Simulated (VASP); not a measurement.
# AlN in VASP: notebook, part 3 of 3

VASP 6.6.1.

## 4. G0W0 quasiparticle levels, PBE

This run uses another cell than the first one, of 7.63 Å³/atom.

POSCAR reads:

```
AlN
1.0
    0.0616615964      1.9997753105      1.9997753105
    1.9997753105      0.0616615964      1.9997753105
    1.9997753105      1.9997753105      0.0616615964
Al N
1 1
Direct
    0.0000000000      0.0000000000      0.0000000000
    0.5000000000      0.5000000000      0.5000000000
```

INCAR.step1 reads:

```
PREC = Accurate ; ENCUT = 500
EDIFF = 1E-8 ; ISMEAR = 0
SIGMA = 0.01 ; LREAL = False
LASPH = True ; NELM = 60
ALGO = Normal ; LWAVE = True
LCHARG = False ; GGA = PE
```

INCAR.step2 reads:

```
PREC = Accurate ; ENCUT = 500
EDIFF = 1E-8 ; ISMEAR = 0
SIGMA = 0.01 ; LREAL = False
LASPH = True ; NELM = 1
ALGO = Exact ; LWAVE = True
LCHARG = False ; GGA = PE
NBANDS = 67 ; LOPTICS = True
ISTART = 1
```

INCAR.step3 reads:

```
PREC = Accurate ; ENCUT = 500
EDIFF = 1E-8 ; ISMEAR = 0
SIGMA = 0.01 ; LREAL = False
LASPH = True ; ALGO = EVGW0
LWAVE = False ; LCHARG = False
GGA = PE ; NELMGW = 1
NBANDS = 67 ; ENCUTGW = 150.0
NOMEGA = 96 ; PRECFOCK = Fast
ISTART = 1 ; NBANDSGW = 12
OMEGAMAX = 20
```

KPOINTS reads:

```
regular mesh
0
Gamma
  6 6 6
```

Potentials or basis: VASP PAW PBE potentials, release 64 (Al_GW, N_GW).

Command:

```console
cat potpaw_PBE.64/Al_GW/POTCAR potpaw_PBE.64/N_GW/POTCAR > POTCAR
cp INCAR.step1 INCAR
mpirun -np 1 vasp_std > vasp.out
cp INCAR.step2 INCAR
mpirun -np 1 vasp_std > vasp.out
cp INCAR.step3 INCAR
mpirun -np 1 vasp_std > vasp.out
```

OUTCAR:

```text
PREC = Accurate
   ENCUT = 500
   EDIFF = 1E-8
   ISMEAR = 0
   LREAL = False
   LASPH = True
   GGA = PE
   NELMGW = 1
   ENCUTGW = 150.0
   PRECFOCK = Fast
   ISTART = 1

 ion  position               nearest neighbor table
   1  0.000  0.000  0.000-   2 1.97   2 1.97   2 1.97   2 1.97   2 1.97   2 1.97
   2  0.500  0.500  0.500-   1 1.97   1 1.97   1 1.97   1 1.97   1 1.97   1 1.97

  LATTYP: Found a trigonal (rhomboedric) cell.
 ALAT       =     2.8287814934
 COS(alpha) =     0.5305820364

  Lattice vectors:

 A1 = (   0.0616615964,   1.9997753105,   1.9997753105)
 A2 = (   1.9997753105,   0.0616615964,   1.9997753105)
 A3 = (   1.9997753105,   1.9997753105,   0.0616615964)

Analysis of symmetry for initial positions (statically):
=====================================================================
 Subroutine PRICEL returns:
 Original cell was already a primitive cell.

 Routine SETGRP: Setting up the symmetry group for a
 trigonal (rhombohedral) supercell.

 Subroutine GETGRP returns: Found 12 space group operations
 (whereof 12 operations were pure point group operations)
 out of a pool of 12 trial point group operations.

The static configuration has the point symmetry D_3d.

Analysis of symmetry for dynamics (positions and initial velocities):
=====================================================================
 Subroutine PRICEL returns:
 Original cell was already a primitive cell.

 Routine SETGRP: Setting up the symmetry group for a
 trigonal (rhombohedral) supercell.

 Subroutine GETGRP returns: Found 12 space group operations
 (whereof 12 operations were pure point group operations)
 out of a pool of 12 trial point group operations.

The dynamic configuration has the point symmetry D_3d.

 Subroutine INISYM returns: Found 12 space group operations
 (whereof 12 operations are pure point group operations),
 and found     1 'primitive' translations

----------------------------------------------------------------------------------------

                                     Primitive cell

  volume of cell :      15.2551

  direct lattice vectors                    reciprocal lattice vectors
     0.061661596  1.999775311  1.999775311    -0.261899765  0.254065832  0.254065832
     1.999775311  0.061661596  1.999775311     0.254065832 -0.261899765  0.254065832
     1.999775311  1.999775311  0.061661596     0.254065832  0.254065832 -0.261899765

  length of vectors
     2.828781493  2.828781493  2.828781493     0.444623865  0.444623865  0.444623865

  position of ions in fractional coordinates (direct lattice)
     0.000000000  0.000000000  0.000000000
     0.500000000  0.500000000  0.500000000

  ion indices of the primitive-cell ions
   primitive index   ion index
                 1           1
                 2           2

[... 27 lines left out ...]
            Coordinates               Weight
  0.000000  0.000000  0.000000      1.000000
  0.166667  0.000000  0.000000      6.000000
  0.333333 -0.000000 -0.000000      6.000000
  0.500000  0.000000  0.000000      3.000000
  0.166667  0.166667  0.000000      6.000000
  0.333333  0.166667  0.000000     12.000000
[... 16 lines left out ...]
  0.500000  0.500000  0.166667      6.000000
 -0.333333  0.500000  0.166667     12.000000
 [... further k-points ...]
   k-points           NKPTS =     32   k-points in BZ     NKDIM =    216   number of bands    NBANDS=     67
   number of dos      NEDOS =    301   number of ions     NIONS =      2
   total plane-waves  NPLWV =  13824
   dimension x,y,z NGX =    24 NGY =   24 NGZ =   24
   dimension x,y,z NGXF=    48 NGYF=   48 NGZF=   48
   ions per type =               1   1
   NGX,Y,Z   is equivalent  to a cutoff of  14.10, 14.10, 14.10 a.u.
   NGXF,Y,Z  is equivalent  to a cutoff of  28.21, 28.21, 28.21 a.u.
 SYSTEM =  unknown system
   PREC   = accura    normal or accurate (medium, high low for compatibility)
   ISTART =      1    job   : 0-new  1-cont  2-samecut
   ICHARG =      0    charge: 1-file 2-atom 10-const
   ISPIN  =      1    spin polarized calculation?
   LNONCOLLINEAR =      F non collinear calculations
   LSORBIT =      F    spin-orbit coupling
   LASPH  =      T    aspherical Exc in radial PAW
   ENCUT  =  500.0 eV  36.75 Ry    6.06 a.u.   5.16  5.16  5.16*2*pi/ulx,y,z
   NELM   =     60;   NELMIN=  2; NELMDL=  0     # of ELM steps
   EDIFF  = 0.1E-07   stopping-criterion for ELM
   LREAL  =      F    real-space projection
   EDIFFG = 0.1E-06   stopping-criterion for IOM
   NSW    =      0    number of steps for IOM
   IBRION =     -1    ionic relax: 0-MD 1-quasi-New 2-CG
   NFREE  =      0    steps in history (QN), initial steepest desc. (CG)
   ISIF   =      0    stress and relaxation
   ISYM   =      3    0-nonsym 1-usesym 2-fastsym
   POTIM  = 0.5000    time-step for ionic-motion
   TEBEG  =    0.0;   TEEND  =   0.0 temperature during run
   PSTRESS=    0.0 pullay stress
   NELECT =       8.0000    total number of electrons
   NUPDOWN=      -1.0000    fix difference up-down
   EMIN   =  10.00;   EMAX   =-10.00  energy-range for DOS
   EFERMI =   0.00;   METHOD = LEGACY
   ISMEAR =     0;   SIGMA  =   0.01  broadening in eV -4-tet -1-fermi 0-gaus
   EFERMI_NEDOS =   21; number of points for ismear=-14 and -15
   IALGO  =     38    algorithm
   IMIX   =      4    mixing-type and parameters
     AMIX     =   0.40;   BMIX     =  1.00
     AMIX_MAG =   1.60;   BMIX_MAG =  1.00
  volume/ion in A,a.u.               =       7.63        51.47
  Fermi-wavevector in a.u.,A,eV,Ry     =   1.320181  2.494780 23.713288  1.742877
  Thomas-Fermi vector in A             =   2.450026
   LORBIT       =      0    0 simple, 1 ext, 2 COOP (PROOUT), +10 PAW based schemes
   GGA     = PE    functional components
   LHFCALC =     T    Hartree Fock is set to
   PRECFOCK=fast      Normal, Fast or Accurate (Low or Medium for compatibility)
   ENCUT4O =  -1.0   cutoff for four orbital integrals eV
   NKREDX  =     1    reduce k-point grid by
   NKREDY  =     1    reduce k-point grid by
   NKREDZ  =     1    reduce k-point grid by
   AEXX    =    1.0000 exact exchange contribution
   HFSCREEN=    0.0000 screening length (either q_TF or 0.3 A-1)
   HFSCREENC=   0.0000 screening length for correlation (either q_TF or 0.3 A-1)
   ENCUTFOCK=  -1.0 apply spherical cutoff to Coloumb kernel
   IVDW    =     0    specifies the selected vdW correction
   LEPSILON=     F    determine dielectric tensor
   LRPA    =     F    only Hartree local field effects (RPA)
   LRPAFORCE           =     F    calculate RPA forces
   ENCUTGW             = 150.0    cutoff for response function in eV
   ENCUTGWSOFT         = 120.0    soft cutoff for Coulomb kernel in GW response function in eV
   ENCUTLF             =  -1.0    cutoff for local field effects
   NELMGW              =     1    number of iterations in solving QP/BSE equation
   NELMHF              =     1    number of iterations in the inner HF iteration
   NKREDLFX            =     1    NKREDLFY  =   1   NKREDLFZ  =   1
 non-spin polarized calculation
 Gauss-broadening in eV      SIGMA  =   0.01
  energy-cutoff  :      500.00
  volume of cell :       15.26
 maximum number of plane-waves:       394
 NGX is ok and might be reduce to    24
  NGX = 12; NGY = 12; NGZ = 12
   NGX = 11   NGY = 11   NGZ = 11
 maximum number of plane-waves:        70

 QP shifts <psi_nk| G(iteration)W_0 |psi_nk>: iteration 1
 for sc-GW calculations column KS-energies equals QP-energies in previous step
 and V_xc(KS)=  KS-energies - (<T + V_ion + V_H > + <T+V_H+V_ion>^1  + <V_x>^1)

 k-point   1 :       0.0000    0.0000    0.0000
  band No.  KS-energies  QP-energies   sigma(KS)   V_xc(KS)     V^pw_x(r,r')   Z            occupation Imag(sigma)

      1      -8.6579     -10.3988     -17.0730     -14.8094     -25.2470       0.7691       2.0000       1.3559
      2       9.1616       8.3937     -18.4025     -17.4496     -21.2163       0.8058       2.0000       0.0289
      3       9.8924       9.1524     -18.6781     -17.7611     -21.5732       0.8069       2.0000       0.0300
      4       9.8924       9.1524     -18.6781     -17.7611     -21.5732       0.8069       2.0000       0.0300
      5      16.3561      17.4943     -13.4662     -14.8585      -8.8601       0.8175       0.0000      -0.0467
      6      21.2787      22.2142     -10.0776     -11.2012      -5.0186       0.8326       0.0000      -0.0541
      7      22.5650      23.5115      -9.9062     -11.0497      -4.6875       0.8277       0.0000      -0.0602
      8      22.5650      23.5115      -9.9062     -11.0497      -4.6875       0.8277       0.0000      -0.0602
      9      27.2778      27.6858      -9.5698     -10.1040      -2.9005       0.7638       0.0000      -0.2476
     10      28.0573      29.2831     -10.3813     -11.8903      -4.6878       0.8123       0.0000      -0.1365
     11      28.0573      29.2831     -10.3813     -11.8903      -4.6878       0.8123       0.0000      -0.1365
     12      29.8952      30.9279     -10.1098     -11.4523      -3.0015       0.7692       0.0000      -0.3415
[... 356 lines left out ...]
      1      -3.8252      -5.1416     -18.8899     -17.1518     -26.5592       0.7573       2.0000       0.7961
      2       2.5187       1.1675     -15.7206     -13.9585     -19.9410       0.7668       2.0000       0.0736
      3       4.6967       3.4669     -16.2227     -14.6622     -19.8204       0.7881       2.0000       0.0497
      4       5.8360       4.7136     -16.5464     -15.1320     -19.9334       0.7936       2.0000       0.0430
      5      17.1239      18.2017     -11.3831     -12.6839      -6.7845       0.8285       0.0000      -0.0461
      6      18.4184      19.4162     -11.4213     -12.6258      -6.6975       0.8284       0.0000      -0.0489
      7      22.7886      24.1672     -13.0512     -14.8073      -7.1170       0.7850       0.0000      -0.0846
      8      24.5684      25.8479     -11.5901     -13.2175      -5.4880       0.7862       0.0000      -0.1042
      9      28.8743      30.1276     -11.9266     -13.5676      -4.7250       0.7638       0.0000      -0.3201
     10      32.3990      33.3988     -10.4654     -11.7443      -3.2973       0.7817       0.0000      -0.5193
     11      35.6483      36.9885     -11.2480     -12.9089      -4.2022       0.8069       0.0000      -0.7132
     12      38.4875      39.8141     -11.0138     -12.6965      -3.3094       0.7884       0.0000      -0.9478

 [... further k-points ...]
```

It took 4.2 min on 1 thread of AMD EPYC 9R45 (Zen 5), shared host; peak memory 0.3 GiB.

What came out:

```
Quasiparticle gap                                   : 5.97 eV
Least direct quasiparticle gap                      : 8.34 eV
Band gap of the starting levels on the mesh         : 4.49 eV
Least direct gap of the starting levels on the mesh : 6.46 eV
```

Caveat: the k points lie up to 0.47 Å⁻¹ apart; the cutoff is under 1.25 times the usual one of these potentials, so pressure, stress and relaxed cells hold a basis-set (Pulay) error; bands, screening cutoff and mesh are small and nothing is extrapolated, so the quasiparticle values aren't converged; the structure was generated, so it needn't be the stable form of AlN.
